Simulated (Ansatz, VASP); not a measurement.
# CdS in VASP and in Ansatz

```
Cd S
1.0
     4.14657   -0.03834    0.00888
    -2.10649    3.61029    0.01579
     0.01442    0.03793    6.69975
Cd S
2 2
Direct
  0.33560 0.65131 0.00980
  0.63765 0.33028 0.49686
  0.39434 0.69385 0.38490
  0.68005 0.34726 0.89191
```

Alike in both runs: task single point; functional PBE; k mesh 4 × 4 × 2; no spin polarisation.

|  | VASP | Ansatz |
| --- | --- | --- |
| version | VASP 6.6.1 | Ansatz 0.2.0 |
| potentials or method | VASP PAW PBE potentials, release 64 (Cd, S), cutoff 500 eV | plane waves, PAW |
| occupations | gaussian, width 0.01 eV | fixed |
| valence electrons in the cell | 36 | 52 |

|  | VASP | Ansatz | Ansatz less VASP |
| --- | --- | --- | --- |
| pressure (GPa) | 4.1 | 3.7 | -0.38 |
| traceless stress, the component that is largest in VASP (GPa) | -2.88 | -2.76 | +0.114 |
| rms of the force components (eV/Å) | 0.664 | 0.646 | -0.0183 |

Atom by atom the forces differ by 0.018 eV/Å (rms over components). VASP's potentials hold 36 valence electrons a cell and Ansatz's 52, so a difference there can come from the potentials and not from the codes. Ansatz's warnings: stress scf threshold loose.

The k mesh is coarse, so the values compare programs but aren't converged.
